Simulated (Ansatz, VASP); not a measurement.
**Cd2CuB2: VASP beside Ansatz**

The input INCAR:

```
ALGO = Fast ; EDIFF = 1E-6
EDIFFG = -0.01 ; ENCUT = 600
GGA = PE ; IBRION = 2
ISIF = 3 ; ISMEAR = 0
LASPH = T ; LCHARG = F
LREAL = F ; LWAVE = F
NELM = 60 ; NSW = 100
PREC = Accurate ; SIGMA = 0.1
```

KPOINTS

```
k-points
0
Gamma
  12 12 4
```

File POSCAR:

```
Cd2CuB2
1.0
    3.3911128826      0.0000000000      0.0000000000
   -1.6955564413      2.9367899034      0.0000000000
    0.0000000000      0.0000000000      9.1633873839
Cd Cu B
2 1 2
Direct
    0.0000000000      0.0000000000      0.6675863803
    0.0000000000      0.0000000000      0.3324136197
    0.0000000000      0.0000000000      0.0000000000
    0.3333333333      0.6666666667      0.0000000000
    0.6666666667      0.3333333333      0.0000000000
```

Input for Ansatz:

```yaml
crystal:
  lattice:
    - [3.3911128826, 0.0, 0.0]
    - [-1.6955564413, 2.9367899034, 0.0]
    - [0.0, 0.0, 9.1633873839]
  atoms:
    - { symbol: Cd, position: [0.0, 0.0, 0.6675863803] }
    - { symbol: Cd, position: [0.0, 0.0, 0.3324136197] }
    - { symbol: Cu, position: [0.0, 0.0, 0.0] }
    - { symbol: B, position: [0.3333333333, 0.6666666667, 0.0] }
    - { symbol: B, position: [0.6666666667, 0.3333333333, 0.0] }
basis:
  ecutwfc: 420
kpoints:
  mp_grid: { grid: [12, 12, 4] }
hamiltonian:
  xc: pbe
scf:
  occupations: { method: gaussian, width: 0.1 }
output:
  forces: true
  stress: true
  eigenvalues: true
  write_density: true
  write_potential: true
  elf: true
  volumetric_format: npy
relax:
  adjacent_minimum: "off"
  f_tol: 0.01
  max_steps: 80
  cell: { stress_tol: 0.05 }
```

Alike in both runs: task relaxation of cell and atoms; functional PBE; k mesh 12 × 12 × 4; occupations gaussian, width 0.1 eV; no spin polarisation.

|  | VASP | Ansatz |
| --- | --- | --- |
| version | VASP 6.6.1 | Ansatz 0.2.0 |
| potentials or method | VASP PAW PBE potentials, release 64 (Cd, Cu, B), cutoff 600 eV | scalar-relativistic, plane waves, PAW |
| valence electrons in the cell | 41 | 65 |

```tsv
	VASP	Ansatz	Ansatz less VASP
gap on the k mesh at the Fermi level, each at its own relaxed structure (eV)	none	none	-
relaxed volume (Å³/atom)	18.03	18.03	-0.009
relaxed length of the cell vector where the two differ most in proportion (Å)	9.045	9.053	+0.0082
```

A gap of «none» marks a metal or a gap that the smearing closes. VASP's potentials hold 41 valence electrons a cell and Ansatz's 65, so a difference there can come from the potentials and not from the codes.
